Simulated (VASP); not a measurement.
# SnH5 (P6/mmm) in VASP: relaxation of cell and atoms with PBE

Aim: the relaxation of cell and atoms of SnH5 with PBE.

Program: VASP 6.6.1. These are calculated values, not measurements. Logs are shortened: lines on timing, memory, paths and dates and some standing lists are left out, and cuts for length are marked.

## Step 1: The cell of the first run

The structure is hexagonal, space group P6/mmm (No. 191). Conventional cell: a = 3.624 Å, b = 3.624 Å, c = 3.875 Å, α = 90.00°, β = 90.00°, γ = 120.00°. Within 2.8 Å of Sn (site symmetry 6/mmm) lie 18 H at 2.09 to 2.65 Å. Within 2.8 Å of H (site symmetry -6m2) lie 3 Sn at 2.09 Å and 9 H at 2.09 to 2.20 Å. Within 2.4 Å of H (site symmetry mmm) lie 8 H at 1.81 to 2.20 Å.

The cell was built from a structure type or drawn by symmetry, and may not be a known phase.

## Step 2: Relaxation of cell and atoms, PBE

File INCAR:

```
ALGO = Normal ; EDIFF = 1E-7
EDIFFG = -0.01 ; ENCUT = 600
GGA = PE ; IBRION = 2
ISIF = 3 ; ISMEAR = 0
LASPH = T ; LCHARG = F
LREAL = F ; LWAVE = F
NELM = 100 ; NSW = 100
PREC = Accurate ; SIGMA = 0.1
```

File KPOINTS:

```
k-points
0
Gamma
  12 12 10
```

File POSCAR:

```
SnH5
1.0
    3.6239136907      0.0000000000      0.0000000000
   -1.8119568453      3.1384013173      0.0000000000
    0.0000000000      0.0000000000      3.8754162744
Sn H
1 5
Direct
    0.0000000000      0.0000000000      0.0000000000
    0.3333333333      0.6666666667      0.0000000000
    0.6666666667      0.3333333333      0.0000000000
    0.5000000000      0.0000000000      0.5000000000
    0.5000000000      0.5000000000      0.5000000000
    0.0000000000      0.5000000000      0.5000000000
```

Potentials or basis: VASP PAW PBE potentials, release 64 (Sn_d, H).

Run with:

```sh
$ cat potpaw_PBE.64/Sn_d/POTCAR potpaw_PBE.64/H/POTCAR > POTCAR
$ mpirun -np 1 vasp_std > vasp.out
```

OUTCAR:

```text
EDIFF = 1E-7
   EDIFFG = -0.01
   ENCUT = 600
   GGA = PE
   IBRION = 2
   ISIF = 3
   ISMEAR = 0
   LASPH = T
   LREAL = F
   NELM = 100
   NSW = 100
   PREC = Accurate

 ion  position               nearest neighbor table
   1  0.000  0.000  0.000-   2 2.09   3 2.09   3 2.09   2 2.09   3 2.09   2 2.09
   2  0.333  0.667  0.000-   1 2.09   1 2.09   1 2.09
   3  0.667  0.333  0.000-   1 2.09   1 2.09   1 2.09
   4  0.500  0.000  0.500-
   5  0.500  0.500  0.500-
   6  0.000  0.500  0.500-

  LATTYP: Found a hexagonal cell.
 ALAT       =     3.6239136907
 C/A-ratio  =     1.0694008205

  Lattice vectors:

 A1 = (   3.6239136907,   0.0000000000,   0.0000000000)
 A2 = (  -1.8119568453,   3.1384013173,   0.0000000000)
 A3 = (   0.0000000000,   0.0000000000,   3.8754162744)

Analysis of symmetry for initial positions (statically):
=====================================================================
 Subroutine PRICEL returns:
 Original cell was already a primitive cell.

 Routine SETGRP: Setting up the symmetry group for a
 hexagonal supercell.

 Subroutine GETGRP returns: Found 24 space group operations
 (whereof 24 operations were pure point group operations)
 out of a pool of 24 trial point group operations.

The static configuration has the point symmetry D_6h.

Analysis of symmetry for dynamics (positions and initial velocities):
=====================================================================
 Subroutine PRICEL returns:
 Original cell was already a primitive cell.

 Routine SETGRP: Setting up the symmetry group for a
 hexagonal supercell.

 Subroutine GETGRP returns: Found 24 space group operations
 (whereof 24 operations were pure point group operations)
 out of a pool of 24 trial point group operations.

The dynamic configuration has the point symmetry D_6h.

 Subroutine INISYM returns: Found 24 space group operations
 (whereof 24 operations are pure point group operations),
 and found     1 'primitive' translations

----------------------------------------------------------------------------------------

                                     Primitive cell

  volume of cell :      44.0763

  direct lattice vectors                    reciprocal lattice vectors
     3.623913691  0.000000000  0.000000000     0.275944762  0.159316782  0.000000000
    -1.811956845  3.138401317  0.000000000     0.000000000  0.318633565  0.000000000
     0.000000000  0.000000000  3.875416274     0.000000000  0.000000000  0.258036796

  length of vectors
[... 112 lines left out ...]
  Fermi-wavevector in a.u.,A,eV,Ry     =   1.236681  2.336989 20.808488  1.529381
  Thomas-Fermi vector in A             =   2.371280
   LORBIT       =      0    0 simple, 1 ext, 2 COOP (PROOUT), +10 PAW based schemes
   GGA     = PE    functional components
   LHFCALC =     F    Hartree Fock is set to
   AEXX    =    0.0000 exact exchange contribution
   IVDW    =     0    specifies the selected vdW correction
   LEPSILON=     F    determine dielectric tensor
   LRPA    =     F    only Hartree local field effects (RPA)
 conjugate gradient relaxation of ions
 non-spin polarized calculation
 Gauss-broadening in eV      SIGMA  =   0.10
  energy-cutoff  :      600.00
  volume of cell :       44.08
 maximum number of plane-waves:      1494
 NGX is ok and might be reduce to    30
   NGX = 15   NGY = 15   NGZ = 15

--------------------------------------- Ionic step        1  -------------------------------------------

 number of electron      18.9999996 magnetization

 Free energy of the ion-electron system (eV)
  ---------------------------------------------------
  ext. energy  EPLUGINS =         0.00000000
  ---------------------------------------------------
  free energy    TOTEN  =       -14.71229147 eV

  energy without entropy =      -14.70569336  energy(sigma->0) =      -14.70899242

------------------------ aborting loop because EDIFF is reached ----------------------------------------

  FORCE on cell =-STRESS in cart. coord.  units (eV):
  Direction    XX          YY          ZZ          XY          YZ          ZX
  --------------------------------------------------------------------------------------
  -------------------------------------------------------------------------------------
  Total       -0.3369896     -0.3369896      0.3187509     -0.0000000     -0.0000000      0.0000000
  in kB      -12.2496130    -12.2496130     11.5866332     -0.0000000     -0.0000000      0.0000000
  external PRESSURE =      -4.3041976 kB  Pullay stress =       0.0000000 kB
[... 267 lines left out ...]
--------------------------------------- Ionic step        8  -------------------------------------------

 number of electron      19.0000010 magnetization

 Free energy of the ion-electron system (eV)
  ---------------------------------------------------
  ext. energy  EPLUGINS =         0.00000000
  ---------------------------------------------------
  free energy    TOTEN  =       -14.72201642 eV

  energy without entropy =      -14.71567801  energy(sigma->0) =      -14.71884722

 E-fermi :   5.1426     XC(G=0): -10.3335

 val. band max:        5.1392035058   @ k =   0.0833   0.0000   0.3000
 cond. band min:       5.1472089995   @ k =   0.3333   0.0000   0.0000
 fundamental gap:      0.0080054936
 Fermi energy:         5.1425571278

 k-point     1 :       0.0000    0.0000    0.0000
  band No.  band energies     occupation
      1     -16.5552      2.00000
      2     -16.4024      2.00000
      3     -16.4024      2.00000
      4     -16.3894      2.00000
      5     -16.3894      2.00000
      6      -7.2339      2.00000
      7       0.5067      2.00000
      8       4.8602      1.99993
      9       5.3112      0.01708
     10       7.4111      0.00000
     11       7.4111      0.00000
     12       9.1946      0.00000
     13       9.3117      0.00000
[... 354 lines left out ...]
  band No.  band energies     occupation
      1     -16.5085      2.00000
      2     -16.4327      2.00000
      3     -16.4100      2.00000
      4     -16.4080      2.00000
      5     -16.3201      2.00000
      6      -5.3870      2.00000
      7      -0.0524      2.00000
      8       1.3864      2.00000
      9       4.8658      1.99991
     10       5.2347      0.19247
     11       5.7677      0.00000
     12       7.2337      0.00000
     13      10.5434      0.00000

 [... further k-points ...]

------------------------ aborting loop because EDIFF is reached ----------------------------------------

  FORCE on cell =-STRESS in cart. coord.  units (eV):
  Direction    XX          YY          ZZ          XY          YZ          ZX
  --------------------------------------------------------------------------------------
  -------------------------------------------------------------------------------------
  Total       -0.0101912     -0.0101912      0.0058842     -0.0000000      0.0000000      0.0000000
  in kB       -0.3642553     -0.3642553      0.2103123     -0.0000000      0.0000000      0.0000000
  external PRESSURE =      -0.1727328 kB  Pullay stress =       0.0000000 kB
[... 21 lines left out ...]
  FREE ENERGIE OF THE ION-ELECTRON SYSTEM (eV)
  ---------------------------------------------------
  free  energy   TOTEN  =       -14.7220164214 eV

  energy  without entropy=      -14.7156780102  energy(sigma->0) =      -14.71884722

 reached required accuracy - stopping structural energy minimisation
```

Run time: 5.8 min. Hardware: 1 thread of Intel Xeon Platinum 8259CL at 2.50GHz (Skylake/Cascade Lake), shared host; peak memory 0.24 GiB.

Results:

- Free energy: -14.7220 eV
- Relaxed volume: 7.47 Å³/atom
- Relaxed cell: a = 3.587 Å, b = 3.587 Å, c = 4.024 Å, α = 90.00°, β = 90.00°, γ = 120.00°
- Space group after relaxing (to 0.1 Å): P6/mmm (No. 191)
- Energy gained by relaxing: 1.6 meV/atom
- Ionic steps: 8
- Pressure after relaxing: 0.0 GPa
- Band gap on the k mesh: zero (an odd number of electrons rules out a gap without spin polarisation)

The path:
```csv
step,energy change (eV),largest force (eV/Å),pressure (GPa),volume (Å³)
1,0.0000,0.0000,-0.43,44.08
2,-0.0023,0.0000,-0.07,43.95
3,-0.0048,0.0000,1.01,43.57
4,-0.0049,0.0000,0.82,43.63
5,-0.0067,0.0000,0.61,43.89
6,-0.0092,0.0000,0.21,44.48
7,-0.0069,0.0000,-0.51,45.67
8,-0.0097,0.0000,-0.02,44.83
```

Final structure:
```
Sn H
1.0
     3.58659    0.00000    0.00000
    -1.79329    3.10607    0.00000
     0.00000    0.00000    4.02381
Sn H
1 5
Direct
  0.00000 0.00000 0.00000
  0.33333 0.66667 0.00000
  0.66667 0.33333 0.00000
  0.50000 0.00000 0.50000
  0.50000 0.50000 0.50000
  0.00000 0.50000 0.50000
```

Levels at points of the mesh, in eV from the Fermi level:
```
           k point  band 6  band 7  band 8  band 9  band 10  band 11  band 12  band 13
(0.00, 0.00, 0.00)  -12.38   -4.64   -0.28    0.17     2.27     2.27     4.05     4.17
(0.50, 0.00, 0.00)   -8.56   -8.17   -2.35   -0.79    -0.42    -0.14     2.60     5.60
(0.00, 0.00, 0.50)  -11.07   -8.64    0.38    2.58     2.58     4.83     5.06     5.06
(0.50, 0.00, 0.50)   -7.24   -6.89   -5.26   -4.45     0.16     1.50     2.09     3.19
```

Caveat: spin-orbit coupling is left out, which moves the levels of the heavy elements.
